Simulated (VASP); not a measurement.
# Sb (R-3m) in VASP: further runs, part 3 of 3

VASP 6.6.1.

## Step 5: Single point, PBE+D3(BJ)

This run uses another cell than the first one, of the same volume but with other edges.

Input file INCAR:

```
ALGO     = Normal         # electronic algorithm
EDIFF    = 1E-7           # SCF threshold, eV
ENCUT    = 520            # plane-wave cutoff, eV
GGA      = PE             # functional
ISIF     = 2              # what is computed and relaxed
ISMEAR   = 0              # smearing method
IVDW     = 12             # dispersion correction
LASPH    = T              # aspherical terms in the spheres
LCHARG   = T              # write CHGCAR
LELF     = T              # ELF
LREAL    = F              # projectors in reciprocal space
LVHAR    = T            
LWAVE    = F              # write WAVECAR
NBANDS   = 12             # bands
NELM     = 80             # most SCF steps
PREC     = Accurate       # precision mode
SIGMA    = 0.15           # smearing width, eV
```

Input file KPOINTS:

```
k-points
0
Gamma
  15 15 15
```

Input file POSCAR:

```
Sb
1.0
    2.0833495674      1.2028224336      3.9896147744
   -2.0833495674      1.2028224336      3.9896147744
    0.0000000000     -2.4056448671      3.9896147745
Sb
2
Direct
    0.2336400000      0.2336400000      0.2336400000
    0.7663600000      0.7663600000      0.7663600000
```

Potentials or basis: VASP PAW PBE potentials, release 64 (Sb).

The run is started by

```bash
> cat potpaw_PBE.64/Sb/POTCAR > POTCAR
> mpirun -np 1 vasp_std > vasp.out
```

OUTCAR:

```text
EDIFF = 1E-7
   ENCUT = 520
   GGA = PE
   ISIF = 2
   ISMEAR = 0
   IVDW = 12
   LASPH = T
   LREAL = F
   NELM = 80
   PREC = Accurate
 IVDW          = 12

 ion  position               nearest neighbor table
   1  0.234  0.234  0.234-   2 2.89   2 2.89   2 2.89   2 3.39   2 3.39   2 3.39
   2  0.766  0.766  0.766-   1 2.89   1 2.89   1 2.89   1 3.39   1 3.39   1 3.39

  LATTYP: Found a trigonal (rhomboedric) cell.
 ALAT       =     4.6587716487
 COS(alpha) =     0.6000447136

  Lattice vectors:

 A1 = (   2.0833495674,   1.2028224336,   3.9896147744)
 A2 = (  -2.0833495674,   1.2028224336,   3.9896147744)
 A3 = (   0.0000000000,  -2.4056448671,   3.9896147745)

Analysis of symmetry for initial positions (statically):
=====================================================================
 Subroutine PRICEL returns:
 Original cell was already a primitive cell.

 Routine SETGRP: Setting up the symmetry group for a
 trigonal (rhombohedral) supercell.

 Subroutine GETGRP returns: Found 12 space group operations
 (whereof 12 operations were pure point group operations)
 out of a pool of 12 trial point group operations.

The static configuration has the point symmetry D_3d.

Analysis of symmetry for dynamics (positions and initial velocities):
=====================================================================
 Subroutine PRICEL returns:
 Original cell was already a primitive cell.

 Routine SETGRP: Setting up the symmetry group for a
 trigonal (rhombohedral) supercell.

 Subroutine GETGRP returns: Found 12 space group operations
 (whereof 12 operations were pure point group operations)
 out of a pool of 12 trial point group operations.

The dynamic configuration has the point symmetry D_3d.

 Subroutine INISYM returns: Found 12 space group operations
 (whereof 12 operations are pure point group operations),
 and found     1 'primitive' translations

----------------------------------------------------------------------------------------

                                     Primitive cell

  volume of cell :      59.9854

  direct lattice vectors                    reciprocal lattice vectors
     2.083349567  1.202822434  3.989614774     0.239998130  0.138562985  0.083550255
    -2.083349567  1.202822434  3.989614774    -0.239998130  0.138562985  0.083550255
     0.000000000 -2.405644867  3.989614775     0.000000000 -0.277125970  0.083550255

  length of vectors
     4.658771649  4.658771649  4.658771649     0.289446797  0.289446797  0.289446797

  position of ions in fractional coordinates (direct lattice)
     0.233640000  0.233640000  0.233640000
     0.766360000  0.766360000  0.766360000

  ion indices of the primitive-cell ions
   primitive index   ion index
                 1           1
                 2           2

----------------------------------------------------------------------------------------

 KPOINTS: k-points

Automatic generation of k-mesh.
 Grid dimensions read from file:
 generate k-points for:   15   15   15

[... 24 lines left out ...]
  0.266667 -0.000000  0.000000      6.000000
  0.333333 -0.000000  0.000000      6.000000
[... 16 lines left out ...]
  0.133333  0.133333  0.000000      6.000000
  0.200000  0.133333  0.000000     12.000000
 [... further k-points ...]
   k-points           NKPTS =    344   k-points in BZ     NKDIM =    344   number of bands    NBANDS=     12
   number of dos      NEDOS =    301   number of ions     NIONS =      2
   total plane-waves  NPLWV =  46656
   dimension x,y,z NGX =    36 NGY =   36 NGZ =   36
   dimension x,y,z NGXF=    72 NGYF=   72 NGZF=   72
   ions per type =               2
   NGX,Y,Z   is equivalent  to a cutoff of  12.85, 12.85, 12.85 a.u.
   NGXF,Y,Z  is equivalent  to a cutoff of  25.69, 25.69, 25.69 a.u.
 SYSTEM =  unknown system
   PREC   = accura    normal or accurate (medium, high low for compatibility)
   ISTART =      0    job   : 0-new  1-cont  2-samecut
   ICHARG =      2    charge: 1-file 2-atom 10-const
   ISPIN  =      1    spin polarized calculation?
   LNONCOLLINEAR =      F non collinear calculations
   LSORBIT =      F    spin-orbit coupling
   LASPH  =      T    aspherical Exc in radial PAW
   ENCUT  =  520.0 eV  38.22 Ry    6.18 a.u.   8.66  8.66  8.66*2*pi/ulx,y,z
   NELM   =     80;   NELMIN=  2; NELMDL= -5     # of ELM steps
   EDIFF  = 0.1E-06   stopping-criterion for ELM
   LREAL  =      F    real-space projection
   EDIFFG = 0.1E-05   stopping-criterion for IOM
   NSW    =      0    number of steps for IOM
   IBRION =     -1    ionic relax: 0-MD 1-quasi-New 2-CG
   NFREE  =      0    steps in history (QN), initial steepest desc. (CG)
   ISIF   =      2    stress and relaxation
   ISYM   =      2    0-nonsym 1-usesym 2-fastsym
   POTIM  = 0.5000    time-step for ionic-motion
   TEBEG  =    0.0;   TEEND  =   0.0 temperature during run
   PSTRESS=    0.0 pullay stress
   NELECT =      10.0000    total number of electrons
   NUPDOWN=      -1.0000    fix difference up-down
   EMIN   =  10.00;   EMAX   =-10.00  energy-range for DOS
   EFERMI =   0.00;   METHOD = LEGACY
   ISMEAR =     0;   SIGMA  =   0.15  broadening in eV -4-tet -1-fermi 0-gaus
   EFERMI_NEDOS =   21; number of points for ismear=-14 and -15
   IALGO  =     38    algorithm
   IMIX   =      4    mixing-type and parameters
     AMIX     =   0.40;   BMIX     =  1.00
     AMIX_MAG =   1.60;   BMIX_MAG =  1.00
  volume/ion in A,a.u.               =      29.99       202.40
  Fermi-wavevector in a.u.,A,eV,Ry     =   0.901003  1.702649 11.045295  0.811806
  Thomas-Fermi vector in A             =   2.024030
   LORBIT       =      0    0 simple, 1 ext, 2 COOP (PROOUT), +10 PAW based schemes
   GGA     = PE    functional components
   LHFCALC =     F    Hartree Fock is set to
   AEXX    =    0.0000 exact exchange contribution
   IVDW    =    12    specifies the selected vdW correction
   LEPSILON=     F    determine dielectric tensor
   LRPA    =     F    only Hartree local field effects (RPA)
 non-spin polarized calculation
 Gauss-broadening in eV      SIGMA  =   0.15
  energy-cutoff  :      520.00
  volume of cell :       59.99
 maximum number of plane-waves:      1632
   NGX = 17   NGY = 17   NGZ = 17

 number of electron      10.0000000 magnetization

 Free energy of the ion-electron system (eV)
  ---------------------------------------------------
  ext. energy  EPLUGINS =         0.00000000
  ---------------------------------------------------
  free energy    TOTEN  =        -8.19867254 eV

  energy without entropy =       -8.19198960  energy(sigma->0) =       -8.19533107

 E-fermi :   7.3635     XC(G=0):  -9.5582

 val. band max:        7.3548747087   @ k =  -0.4000   0.0667   0.0667
 cond. band min:       7.3784151165   @ k =   0.4667   0.3333   0.2667
 fundamental gap:      0.0235404078
 Fermi energy:         7.3634756975

 k-point     1 :       0.0000    0.0000    0.0000
  band No.  band energies     occupation
      1      -5.4268      2.00000
      2       2.3880      2.00000
      3       4.6374      2.00000
      4       5.9725      2.00000
      5       5.9725      2.00000
      6       9.5056      0.00000
      7      10.0781      0.00000
      8      10.0781      0.00000
      9      12.6725      0.00000
     10      12.8785      0.00000
     11      12.8785      0.00000
     12      14.1199      0.00000
[... 331 lines left out ...]
 k-point    24 :       0.2000    0.1333    0.0000
  band No.  band energies     occupation
      1      -4.9997      2.00000
      2       1.1922      2.00000
      3       4.4099      2.00000
      4       5.3326      2.00000
      5       6.5853      2.00000
      6       8.1742      0.00000
      7       9.9508      0.00000
      8      10.3562      0.00000
      9      11.7330      0.00000
     10      13.0616      0.00000
     11      13.9317      0.00000
     12      15.0818      0.00000

 [... further k-points ...]

------------------------ aborting loop because EDIFF is reached ----------------------------------------

 Edisp (eV)   -0.95075

 E8    (eV) :    -0.4432

  FORCE on cell =-STRESS in cart. coord.  units (eV):
  Direction    XX          YY          ZZ          XY          YZ          ZX
  --------------------------------------------------------------------------------------
  -------------------------------------------------------------------------------------
  Total       0.71670     0.71670    -0.27113     0.00000    -0.00000     0.00000
  in kB      19.14275    19.14275    -7.24177     0.00000    -0.00000     0.00000
  external pressure =       10.35 kB  Pullay stress =        0.00 kB

 VOLUME and BASIS-vectors are now :
 -----------------------------------------------------------------------------
  energy-cutoff  :      520.00
  volume of cell :       59.99
      direct lattice vectors                 reciprocal lattice vectors
     2.083349567  1.202822434  3.989614774     0.239998130  0.138562985  0.083550255
    -2.083349567  1.202822434  3.989614774    -0.239998130  0.138562985  0.083550255
     0.000000000 -2.405644867  3.989614775     0.000000000 -0.277125970  0.083550255

 POSITION                                       TOTAL-FORCE (eV/Angst)
 -----------------------------------------------------------------------------------
      0.00000      0.00000      2.79640         0.000000      0.000000      0.206517
      0.00000      0.00000      9.17244         0.000000     -0.000000     -0.206517
 -----------------------------------------------------------------------------------
    total drift:                                0.000000     -0.000000      0.000000

  FREE ENERGIE OF THE ION-ELECTRON SYSTEM (eV)
  ---------------------------------------------------
  free  energy   TOTEN  =        -9.1494221635 eV

  energy  without entropy=       -9.1427392181  energy(sigma->0) =       -9.14608069
```

It took 4.9 min on 1 thread of Intel Xeon 8259CL, shared host; peak memory 0.37 GiB.

Results:

- Free energy: -9.1494 eV
- Pressure: 1.0 GPa
- Largest force: 0.207 eV/Å
- Band gap on the k mesh: zero (bands 5 and 6 overlap by 0.69 eV)
- Dispersion energy per atom: -0.475 eV

Forces in eV/Å, atoms in the order of the input:
```
Sb   0.000  0.000  0.207
Sb   0.000  0.000 -0.207
```

Caveat: spin-orbit coupling is left out, which moves the levels of the heavy elements.

## Step 6: Summary

```tsv
cell	gap on the mesh (eV)	pressure (GPa)	largest force (eV/Å)
a = 4.261 Å, angles 64.4°, 2 atoms	none	-1.0	0.37
a = 4.831 Å, angles 49.5°, 2 atoms	none	1.0	0.03
a = 4.366 Å, angles 60.9°, 2 atoms	none	-0.2	0.34
a = 4.659 Å, angles 53.1°, 2 atoms	none	1.0	0.21
```

Alike in all rows: task single point; level PBE+D3(BJ); potentials or basis VASP PAW PBE potentials, release 64 (Sb); no spin polarisation; k mesh 15 × 15 × 15; cutoff (eV) 520; smearing gaussian 0.15 eV.

Caveats: spin-orbit coupling is left out, which moves the levels of the heavy elements.

Absolute energies hang on the potentials; compare differences alone.
